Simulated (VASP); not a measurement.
# SiO2 (P2_13) in VASP: electric field gradients with r2SCAN

Aim: the electric field gradients of SiO2 with r2SCAN.

Program: VASP 6.6.1. These are calculated values, not measurements. Logs are shortened: lines on timing, memory, paths and dates and some standing lists are left out, and cuts for length are marked.

## 1. The cell of the first run

Symmetry: P2_13, No. 198, cubic system. The conventional cell has a = 7.160 Å, b = 7.160 Å, c = 7.160 Å, α = 90.00°, β = 90.00°, γ = 90.00°. Within 2.1 Å of Si (site symmetry 3) lie 4 O at 1.61 to 1.62 Å. Within 2.1 Å of Si (site symmetry 3) lie 4 O at 1.61 to 1.62 Å. Within 2.1 Å of O (site symmetry 3) lie 2 Si at 1.61 Å. Within 2.2 Å of O (site symmetry 1) lie 2 Si at 1.62 Å.

## 2. Electric field gradients, r2SCAN

File POSCAR:

```
SiO2
1.0
    7.1600000000      0.0000000000      0.0000000000
    0.0000000000      7.1600000000      0.0000000000
    0.0000000000      0.0000000000      7.1600000000
Si O
8 16
Direct
    0.2807082848      0.2807082848      0.2807082848
    0.2192917152      0.7192917152      0.7807082848
    0.7807082848      0.2192917152      0.7192917152
    0.7192917152      0.7807082848      0.2192917152
    1.0205837200      1.0205837200      1.0205837200
    0.4794162800     -0.0205837200      0.5205837200
    0.5205837200      0.4794162800     -0.0205837200
   -0.0205837200      0.5205837200      0.4794162800
    0.1505389601      0.1505389601      0.1505389601
    0.3494610399      0.8494610399      0.6505389601
    0.6505389601      0.3494610399      0.8494610399
    0.8494610399      0.6505389601      0.3494610399
    0.6398190174      0.6615813758      0.0434329310
    0.8601809826      0.3384186242      0.5434329310
    0.1398190174      0.8384186242      0.9565670690
    0.3601809826      0.1615813758      0.4565670690
    0.0434329310      0.6398190174      0.6615813758
    0.5434329310      0.8601809826      0.3384186242
    0.9565670690      0.1398190174      0.8384186242
    0.4565670690      0.3601809826      0.1615813758
    0.6615813758      0.0434329310      0.6398190174
    0.3384186242      0.5434329310      0.8601809826
    0.8384186242      0.9565670690      0.1398190174
    0.1615813758      0.4565670690      0.3601809826
```

File INCAR.step1:

```
SYSTEM = SiO2
  ALGO = Normal
  EDIFF = 1E-4
  ENCUT = 520
  GGA = PE
  ISMEAR = -1
  LASPH = .True.
  LCHARG = .False.
  LREAL = Auto
  LWAVE = .True.
  NBANDS = 82
  NELM = 80
  PREC = Accurate
  SIGMA = 0.02
```

File INCAR.step2:

```
SYSTEM = SiO2
  ALGO = Normal
  EDIFF = 1E-8
  ENCUT = 520
  ISIF = 2
  ISMEAR = -1
  ISTART = 1
  LASPH = .True.
  LCHARG = .False.
  LEFG = .True.
  LMIXTAU = .True.
  LREAL = Auto
  LWAVE = .False.
  METAGGA = R2SCAN
  NBANDS = 82
  NELM = 80
  PREC = Accurate
  SIGMA = 0.02
```

File KPOINTS:

```
k-points
0
Gamma
  4 4 4
  0 0 0
```

Potentials or basis: VASP PAW PBE potentials, release 64 (Si, O).

Run with:

```bash
$ cat potpaw_PBE.64/Si/POTCAR potpaw_PBE.64/O/POTCAR > POTCAR
$ cp INCAR.step1 INCAR
$ mpirun -np 1 vasp_std > vasp.out
$ cp INCAR.step2 INCAR
$ mpirun -np 1 vasp_std > vasp.out
```

OUTCAR:

```text
SYSTEM = SiO2
   EDIFF = 1E-8
   ENCUT = 520
   ISIF = 2
   ISMEAR = -1
   ISTART = 1
   LASPH = .True.
   LREAL = Auto
   METAGGA = R2SCAN
   NELM = 80
   PREC = Accurate

 ion  position               nearest neighbor table
   1  0.281  0.281  0.281-   9 1.61  16 1.62  20 1.62  24 1.62   7 3.10   8 3.10   6 3.10
   2  0.219  0.719  0.781-  10 1.61  15 1.62  17 1.62  22 1.62   7 3.10   8 3.10   5 3.10
   3  0.781  0.219  0.719-  11 1.61  14 1.62  19 1.62  21 1.62   6 3.10   8 3.10   5 3.10
   4  0.719  0.781  0.219-  12 1.61  13 1.62  18 1.62  23 1.62   6 3.10   7 3.10   5 3.10
   5  0.021  0.021  0.021-   9 1.61  15 1.62  19 1.62  23 1.62   3 3.10   4 3.10   2 3.10
   6  0.479  0.979  0.521-  10 1.61  16 1.62  18 1.62  21 1.62   3 3.10   4 3.10   1 3.10
   7  0.521  0.479  0.979-  11 1.61  13 1.62  20 1.62  22 1.62   2 3.10   4 3.10   1 3.10
   8  0.979  0.521  0.479-  12 1.61  14 1.62  17 1.62  24 1.62   2 3.10   3 3.10   1 3.10
   9  0.151  0.151  0.151-   5 1.61   1 1.61
  10  0.349  0.849  0.651-   6 1.61   2 1.61
  11  0.651  0.349  0.849-   7 1.61   3 1.61
  12  0.849  0.651  0.349-   8 1.61   4 1.61
  13  0.640  0.662  0.043-   4 1.62   7 1.62
  14  0.860  0.338  0.543-   3 1.62   8 1.62
[... 8 lines left out ...]
  23  0.838  0.957  0.140-   4 1.62   5 1.62
  24  0.162  0.457  0.360-   1 1.62   8 1.62

  LATTYP: Found a simple cubic cell.
 ALAT       =     7.1600000000

  Lattice vectors:

 A1 = (   7.1600000000,   0.0000000000,   0.0000000000)
 A2 = (   0.0000000000,   7.1600000000,   0.0000000000)
 A3 = (   0.0000000000,   0.0000000000,   7.1600000000)

Analysis of symmetry for initial positions (statically):
=====================================================================
 Subroutine PRICEL returns:
 Original cell was already a primitive cell.

 Routine SETGRP: Setting up the symmetry group for a
 simple cubic supercell.

 Subroutine GETGRP returns: Found 12 space group operations
 (whereof  3 operations were pure point group operations)
 out of a pool of 48 trial point group operations.

The static configuration has the point symmetry C_3 .
 The point group associated with its full space group is T   .

Analysis of symmetry for dynamics (positions and initial velocities):
=====================================================================
 Subroutine PRICEL returns:
 Original cell was already a primitive cell.

 Routine SETGRP: Setting up the symmetry group for a
 simple cubic supercell.

 Subroutine GETGRP returns: Found 12 space group operations
 (whereof  3 operations were pure point group operations)
 out of a pool of 48 trial point group operations.

The dynamic configuration has the point symmetry C_3 .
 The point group associated with its full space group is T   .

 Subroutine INISYM returns: Found 12 space group operations
 (whereof  3 operations are pure point group operations),
 and found     1 'primitive' translations

----------------------------------------------------------------------------------------

                                     Primitive cell

  volume of cell :     367.0617

  direct lattice vectors                    reciprocal lattice vectors
     7.160000000  0.000000000  0.000000000     0.139664804  0.000000000  0.000000000
     0.000000000  7.160000000  0.000000000     0.000000000  0.139664804  0.000000000
     0.000000000  0.000000000  7.160000000     0.000000000  0.000000000  0.139664804

  length of vectors
     7.160000000  7.160000000  7.160000000     0.139664804  0.139664804  0.139664804

  position of ions in fractional coordinates (direct lattice)
     0.280708285  0.280708285  0.280708285
     0.219291715  0.719291715  0.780708285
     0.780708285  0.219291715  0.719291715
     0.719291715  0.780708285  0.219291715
     0.020583720  0.020583720  0.020583720
     0.479416280  0.979416280  0.520583720
[... 16 lines left out ...]
     0.838418624  0.956567069  0.139819017
     0.161581376  0.456567069  0.360180983

  ion indices of the primitive-cell ions
   primitive index   ion index
[... 87 lines left out ...]
   NFREE  =      0    steps in history (QN), initial steepest desc. (CG)
   ISIF   =      2    stress and relaxation
   ISYM   =      2    0-nonsym 1-usesym 2-fastsym
   POTIM  = 0.5000    time-step for ionic-motion
   TEBEG  =    0.0;   TEEND  =   0.0 temperature during run
   PSTRESS=    0.0 pullay stress
   NELECT =     128.0000    total number of electrons
   NUPDOWN=      -1.0000    fix difference up-down
   EMIN   =  10.00;   EMAX   =-10.00  energy-range for DOS
   EFERMI =   0.00;   METHOD = LEGACY
   ISMEAR =    -1;   SIGMA  =   0.02  broadening in eV -4-tet -1-fermi 0-gaus
   EFERMI_NEDOS =   21; number of points for ismear=-14 and -15
   IALGO  =     38    algorithm
   IMIX   =      4    mixing-type and parameters
     AMIX     =   0.40;   BMIX     =  1.00
     AMIX_MAG =   1.60;   BMIX_MAG =  1.00
  volume/ion in A,a.u.               =      15.29       103.21
  Fermi-wavevector in a.u.,A,eV,Ry     =   1.152299  2.177529 18.065716  1.327793
  Thomas-Fermi vector in A             =   2.288951
   LORBIT       =      0    0 simple, 1 ext, 2 COOP (PROOUT), +10 PAW based schemes
   METAGGA = R2SCAN    functional components
   LHFCALC =     F    Hartree Fock is set to
   AEXX    =    0.0000 exact exchange contribution
   IVDW    =     0    specifies the selected vdW correction
   LEPSILON=     F    determine dielectric tensor
   LRPA    =     F    only Hartree local field effects (RPA)
 non-spin polarized calculation
  energy-cutoff  :      520.00
  volume of cell :      367.06
 maximum number of plane-waves:      9952
 NGX is ok and might be reduce to    54
   NGX = 27   NGY = 27   NGZ = 27

 number of electron     128.0000007 magnetization

 Free energy of the ion-electron system (eV)
  ---------------------------------------------------
  ext. energy  EPLUGINS =         0.00000000
  ---------------------------------------------------
  free energy    TOTEN  =      -238.19039793 eV

  energy without entropy =     -238.19039793  energy(sigma->0) =     -238.19039793

 E-fermi :  -0.4173     XC(G=0):  -8.4980

 val. band max:       -0.8774206686   @ k =   0.5000   0.5000   0.5000
 cond. band min:       5.4159387743   @ k =   0.0000   0.0000   0.0000
 fundamental gap:      6.2933594430
 Fermi energy:        -0.4172656174

 k-point     1 :       0.0000    0.0000    0.0000
  band No.  band energies     occupation
      1     -21.0641      2.00000
      2     -20.1891      2.00000
      3     -20.1891      2.00000
      4     -20.1891      2.00000
      5     -20.1803      2.00000
      6     -20.1803      2.00000
[... 858 lines left out ...]
     75       9.1127      0.00000
     76       9.1127      0.00000
 [bands above 76 left out]

------------------------ aborting loop because EDIFF is reached ----------------------------------------

  FORCE on cell =-STRESS in cart. coord.  units (eV):
  Direction    XX          YY          ZZ          XY          YZ          ZX
  --------------------------------------------------------------------------------------
  -------------------------------------------------------------------------------------
  Total       -7.7352677     -7.7352677     -7.7352677     -0.0000000     -0.0000000     -0.0000000
  in kB      -33.7634534    -33.7634534    -33.7634534     -0.0000000     -0.0000000     -0.0000000
  external PRESSURE =     -33.7634534 kB  Pullay stress =       0.0000000 kB

 VOLUME and BASIS-vectors are now :
 -----------------------------------------------------------------------------
  energy-cutoff  :      520.00
  volume of cell :      367.06
      direct lattice vectors                 reciprocal lattice vectors
     7.160000000  0.000000000  0.000000000     0.139664804  0.000000000  0.000000000
     0.000000000  7.160000000  0.000000000     0.000000000  0.139664804  0.000000000
     0.000000000  0.000000000  7.160000000     0.000000000  0.000000000  0.139664804

 POSITION                                       TOTAL-FORCE (eV/Angst)
 -----------------------------------------------------------------------------------
      2.00987      2.00987      2.00987         0.028338      0.028338      0.028338
      1.57013      5.15013      5.58987        -0.028338     -0.028338      0.028338
      5.58987      1.57013      5.15013         0.028338     -0.028338     -0.028338
      5.15013      5.58987      1.57013        -0.028338      0.028338     -0.028338
      0.14738      0.14738      0.14738         0.019776      0.019776      0.019776
      3.43262      7.01262      3.72738        -0.019776     -0.019776      0.019776
[... 16 lines left out ...]
      6.00308      6.84902      1.00110         0.115451     -0.207681     -0.091548
      1.15692      3.26902      2.57890        -0.115451     -0.207681      0.091548
 -----------------------------------------------------------------------------------
    total drift:                                0.000000      0.000001      0.000000

  FREE ENERGIE OF THE ION-ELECTRON SYSTEM (eV)
  ---------------------------------------------------
  free  energy   TOTEN  =      -238.1903979313 eV

  energy  without entropy=     -238.1903979313  energy(sigma->0) =     -238.19039793

 Electric field gradients (V/A^2)
---------------------------------------------------------------------
 ion       V_xx      V_yy      V_zz      V_xy      V_xz      V_yz
---------------------------------------------------------------------
   1       0.000     0.000     0.000     1.950     1.950     1.950
   2      -0.000     0.000     0.000     1.950    -1.950    -1.950
   3       0.000    -0.000     0.000    -1.950    -1.950     1.950
   4       0.000     0.000    -0.000    -1.950     1.950    -1.950
   5       0.000     0.000    -0.000    -0.805    -0.805    -0.805
   6       0.000    -0.000    -0.000    -0.805     0.805     0.805
[... 16 lines left out ...]
  23      19.274     2.322   -21.597    48.758   -48.461   -33.325
  24      19.274     2.322   -21.597   -48.758   -48.461    33.325
---------------------------------------------------------------------

 Electric field gradients after diagonalization (V/A^2)
 (convention: |V_zz| > |V_xx| > |V_yy|)
----------------------------------------------------------------------
 ion       V_xx      V_yy      V_zz     asymmetry (V_yy - V_xx)/ V_zz
----------------------------------------------------------------------
   1      -1.950    -1.950     3.900       0.000
   2      -1.950    -1.950     3.900       0.000
   3      -1.950    -1.950     3.900       0.000
   4      -1.950    -1.950     3.900       0.000
   5       0.805     0.805    -1.610       0.000
   6       0.805     0.805    -1.610       0.000
[... 16 lines left out ...]
  23     -53.783   -37.050    90.833       0.184
  24     -53.783   -37.050    90.833       0.184
----------------------------------------------------------------------

           NMR quadrupolar parameters

 Cq : quadrupolar parameter    Cq=e*Q*V_zz/h
 eta: asymmetry parameters     (V_yy - V_xx)/ V_zz
 Q  : nuclear electric quadrupole moment in mb (millibarn)
----------------------------------------------------------------------
 ion       Cq(MHz)       eta       Q (mb)
----------------------------------------------------------------------
   1       0.009       0.000       1.000
   2       0.009       0.000       1.000
   3       0.009       0.000       1.000
   4       0.009       0.000       1.000
   5      -0.004       0.000       1.000
   6      -0.004       0.000       1.000
[... 16 lines left out ...]
  23       0.220       0.184       1.000
  24       0.220       0.184       1.000
----------------------------------------------------------------------
```

Run time: 15 min. Hardware: 1 thread of Intel Xeon 6975P-C (Granite Rapids), shared host; peak memory 0.53 GiB.

Results:

```
Free energy                             : -238.1904 eV
Pressure                                : -3.4 GPa
Largest force                           : 0.255 eV/Å
Band gap on the k mesh                  : 6.29 eV
Largest electric field gradient by atom : Si +3.9, -1.6 (each value once); O +99.0, +90.8 (each value once) V/Å²
```

Forces in eV/Å, atoms in the order of the input:
```
Si   0.028  0.028  0.028
Si  -0.028 -0.028  0.028
Si   0.028 -0.028 -0.028
Si  -0.028  0.028 -0.028
Si   0.020  0.020  0.020
Si  -0.020 -0.020  0.020
Si   0.020 -0.020 -0.020
Si  -0.020  0.020 -0.020
O    0.020  0.020  0.020
O   -0.020 -0.020  0.020
O    0.020 -0.020 -0.020
O   -0.020  0.020 -0.020
O   -0.092 -0.115  0.208
O    0.092  0.115  0.208
O   -0.092  0.115 -0.208
O    0.092 -0.115 -0.208
O    0.208 -0.092 -0.115
O    0.208  0.092  0.115
O   -0.208 -0.092  0.115
O   -0.208  0.092 -0.115
O   -0.115  0.208 -0.092
O    0.115  0.208  0.092
O    0.115 -0.208 -0.092
O   -0.115 -0.208  0.092
```

Levels at points of the mesh, in eV from the valence-band top:
```csv
k point,band 60,band 61,band 62,band 63,band 64,band 65,band 66,band 67,band 68,band 69
"(0.00, 0.00, 0.00)",-0.39,-0.39,0.00,0.00,0.00,6.29,9.38,9.38,9.38,9.53
"(0.50, 0.00, 0.00)",-0.39,-0.24,-0.24,-0.23,-0.23,7.46,7.46,9.68,9.68,9.86
"(0.50, 0.50, 0.00)",-0.52,-0.23,-0.23,-0.12,-0.12,8.32,8.32,8.37,8.37,9.84
"(0.50, 0.50, 0.50)",-0.71,0.00,0.00,0.00,0.00,8.72,8.72,8.72,8.72,9.27
```

Electric field gradients, principal values (V/Å²):
```csv
atom,least,middle,greatest (by size)
1 Si,-1.950,-1.950,3.900
2 Si,-1.950,-1.950,3.900
3 Si,-1.950,-1.950,3.900
4 Si,-1.950,-1.950,3.900
5 Si,0.805,0.805,-1.610
6 Si,0.805,0.805,-1.610
7 Si,0.805,0.805,-1.610
8 Si,0.805,0.805,-1.610
9 O,-49.481,-49.481,98.962
10 O,-49.481,-49.481,98.962
11 O,-49.481,-49.481,98.962
12 O,-49.481,-49.481,98.962
13 O,-37.050,-53.783,90.833
14 O,-37.050,-53.783,90.833
15 O,-37.050,-53.783,90.833
16 O,-37.050,-53.783,90.833
17 O,-37.050,-53.783,90.833
18 O,-37.050,-53.783,90.833
19 O,-37.050,-53.783,90.833
20 O,-37.050,-53.783,90.833
21 O,-37.050,-53.783,90.833
22 O,-37.050,-53.783,90.833
23 O,-37.050,-53.783,90.833
24 O,-37.050,-53.783,90.833
```

Caveat: the cell stands under tension; without QUAD_EFG the Cq values of the log hold for a quadrupole moment of 1 mb, not for the nuclei; the PAW data sets were made with another functional, which shifts forces and pressure a little.
